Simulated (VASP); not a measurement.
Wanted: the native input for a VASP 6.6.1 run.

```
Task                   : electric field gradients
Functional             : r2SCAN
Potentials or basis    : VASP PAW PBE potentials, release 64 (H_h, Cl, O_h)
Cutoff                 : 910 eV
k mesh                 : 6 × 2 × 4
Occupations            : fermi-dirac, width 0.02 eV
Spin                   : no spin polarisation
Dipole correction      : no
Further INCAR settings : LREAL = Auto; ALGO = Normal; EDIFF = 1e-07; NBANDS = 70
```

The system is H5ClO2.

```xyz
32
Lattice="3.9245 0.0000 0.0000 0.0000 11.9843 0.0000 -1.2700 0.0000 6.5917" Properties=species:S:1:pos:R:3 pbc="T T T"
H    -0.2641    7.2180    5.9762
H     2.2837    1.2258    3.9112
H     2.9186    4.7663    0.6154
H     0.3708   10.7585    2.6804
H    -0.1700    5.7646    5.3214
H     2.1895   11.7568    4.5661
H     2.8245    6.2197    1.2703
H     0.4650    0.2276    2.0256
H     2.0609    8.3118    3.7520
H    -0.0414    2.3196    6.1355
H     0.5936    3.6725    2.8397
H     2.6959    9.6647    0.4561
H     1.5070   10.8179    1.0112
H     1.7825    4.8258    2.2846
H     1.1475    1.1664    5.5805
H     0.8720    7.1585    4.3070
H     0.3422   10.2080    5.9682
H     1.6773    4.2158    3.9193
H     2.3123    1.7763    0.6234
H     0.9772    7.7685    2.6724
Cl   -0.7310    9.9101    4.3033
Cl    2.7505    3.9179    5.5842
Cl    3.3855    2.0742    2.2884
Cl   -0.0960    8.0664    1.0074
O     0.1978    6.6750    5.3019
O     1.8218    0.6829    4.5856
O     2.4568    5.3093    1.2897
O     0.8327   11.3014    2.0061
O     1.5207    7.5208    3.4743
O     0.4989    1.5287    6.4132
O     1.1338    4.4635    3.1173
O     2.1556   10.4556    0.1785
```

The input as run:

POSCAR

```
H5ClO2
1.0
    3.9244822036      0.0000000000      0.0000000000
    0.0000000000     11.9843048800      0.0000000000
   -1.2699805037      0.0000000000      6.5916533309
H Cl O
20 4 8
Direct
    0.2260846600      0.6022843000      0.9066360400
    0.7739153400      0.1022843000      0.5933639600
    0.7739153400      0.3977157000      0.0933639600
    0.2260846600      0.8977157000      0.4066360400
    0.2179284100      0.4810123400      0.8072908100
    0.7820715900      0.9810123400      0.6927091900
    0.7820715900      0.5189876600      0.1927091900
    0.2179284100      0.0189876600      0.3072908100
    0.7093332500      0.6935539600      0.5691990000
    0.2906667500      0.1935539600      0.9308010000
    0.2906667500      0.3064460400      0.4308010000
    0.7093332500      0.8064460400      0.0691990000
    0.4336477500      0.9026756000      0.1534052600
    0.5663522500      0.4026756000      0.3465947400
    0.5663522500      0.0973244000      0.8465947400
    0.4336477500      0.5973244000      0.6534052600
    0.3801928300      0.8517784200      0.9054185100
    0.6198071700      0.3517784200      0.5945814900
    0.6198071700      0.1482215800      0.0945814900
    0.3801928300      0.6482215800      0.4054185100
    0.0249961500      0.8269215500      0.6528349900
    0.9750038500      0.3269215500      0.8471650100
    0.9750038500      0.1730784500      0.3471650100
    0.0249961500      0.6730784500      0.1528349900
    0.3106757600      0.5569795800      0.8043359800
    0.6893242400      0.0569795800      0.6956640200
    0.6893242400      0.4430204200      0.1956640200
    0.3106757600      0.9430204200      0.3043359800
    0.5580441200      0.6275571500      0.5270770500
    0.4419558800      0.1275571500      0.9729229500
    0.4419558800      0.3724428500      0.4729229500
    0.5580441200      0.8724428500      0.0270770500
```

INCAR.step1

```
ALGO = Normal
EDIFF = 1E-5
ENCUT = 910
GGA = PE
GGA_COMPAT = False
ISMEAR = -1
LASPH = True
LCHARG = False
LREAL = Auto
LWAVE = True
NBANDS = 70
NELM = 120
PREC = Accurate
SIGMA = 0.02
```

INCAR.step2

```
ALGO = Normal
EDIFF = 1E-7
ENCUT = 910
GGA_COMPAT = False
ISIF = 2
ISMEAR = -1
ISTART = 1
LASPH = True
LCHARG = False
LEFG = True
LMIXTAU = True
LREAL = Auto
LWAVE = False
METAGGA = R2SCAN
NBANDS = 70
NELM = 120
PREC = Accurate
SIGMA = 0.02
```

KPOINTS

```
k-points
0
Gamma
  6 2 4
```

Potentials or basis: VASP PAW PBE potentials, release 64 (H_h, Cl, O_h).

Run with:

```sh
$ cat potpaw_PBE.64/H_h/POTCAR potpaw_PBE.64/Cl/POTCAR potpaw_PBE.64/O_h/POTCAR > POTCAR
$ cp INCAR.step1 INCAR
$ mpirun -np 1 vasp_std > vasp.out
$ cp INCAR.step2 INCAR
$ mpirun -np 1 vasp_std > vasp.out
```

Results of the run:

```yaml
Pressure: -0.1 GPa
Largest_force: 0.072 eV/Å
Band_gap_on_the_k_mesh: 5.90 eV
Largest_electric_field_gradient_by_atom: H +34.0, +33.7, +28.6, +6.0, +27.7 (each value once); Cl +27.3; O -157.8, -131.5 (each value once) V/Å²
```

Caveat: without QUAD_EFG the Cq values of the log hold for a quadrupole moment of 1 mb, not for the nuclei; the PAW data sets were made with another functional, which shifts forces and pressure a little.

Run time: 61 min on 1 thread of Intel(R) Xeon(R) 6975P-C (Granite Rapids), on a shared host, peak memory 1.3 GiB.
